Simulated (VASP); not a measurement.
Li3SeF:

```
Li Se F
1.0
    -4.04665   -0.01228   -0.05795
    -0.05795    0.07212   -3.94834
    -0.02455   -8.07009    0.14425
Li Se F
6 2 2
Direct
  0.51400 0.50007 0.01679
  0.52564 0.47093 0.48107
  0.50239 0.95982 0.74679
  0.53666 0.03470 0.27095
  0.00908 0.52622 0.73351
  0.98256 0.52512 0.23929
  0.99796 0.97204 0.53298
  0.95885 0.97043 0.99897
  0.50688 0.52127 0.74135
  0.46599 0.51941 0.23828
```

```yaml
Program: VASP 6.6.1
Task: relaxation of cell and atoms
Functional: PBE
Potentials_or_basis: VASP PAW PBE potentials, release 64 (Li_sv, Se, F)
Cutoff: 600 eV
k_mesh: 4 × 4 × 2
Occupations: gaussian, width 0.1 eV
Spin: no spin polarisation
```

At the start: pressure 1.5 GPa; volume 12.89 Å³/atom.

Task: How do energy, volume and symmetry change on relaxing?

Result: Over 17 steps the energy falls by 81.5 meV/atom and the volume is 12.71 Å³/atom (-1.4 %); space group Pm-3m (No. 221, to 0.05 Å).

Step by step:
```csv
step,energy change (eV),largest force (eV/Å),pressure (GPa),volume (Å³)
1,0.0000,1.7731,1.49,128.87
2,-0.4195,1.0581,-0.28,131.11
3,-0.6232,0.4370,-2.20,135.69
4,-0.6363,0.3782,-1.98,134.87
5,-0.7112,0.3013,-0.92,131.03
6,-0.7442,0.3593,0.58,126.56
7,-0.7726,0.2420,0.32,126.92
8,-0.7902,0.1926,-0.01,127.48
9,-0.8021,0.0992,-0.09,127.56
10,-0.8078,0.1094,-0.17,127.68
11,-0.8127,0.0653,0.05,127.04
12,-0.8135,0.0410,0.19,126.64
13,-0.8146,0.0286,-0.06,127.31
14,-0.8146,0.0293,-0.07,127.34
15,-0.8150,0.0158,-0.03,127.22
16,-0.8151,0.0213,0.01,127.12
17,-0.8154,0.0104,0.02,127.09
```

Final structure:
```
Li Se F
1.0
    -3.99053   -0.00022    0.00054
     0.00195   -0.00203   -3.99071
    -0.00060   -7.98030   -0.00149
Li Se F
6 2 2
Direct
  0.49945 0.49885 0.00005
  0.49955 0.49937 0.49996
  0.49883 0.99917 0.75060
  0.50046 0.00106 0.25052
  0.00009 0.49859 0.74971
  0.00011 0.50217 0.24946
  0.00044 0.00049 0.49990
  0.00043 0.00017 0.99974
  0.50017 0.49940 0.75001
  0.50047 0.50073 0.25005
```

Caveat: the cutoff is under 1.25 times the usual one of these potentials, so pressure, stress and relaxed cells hold a basis-set (Pulay) error.
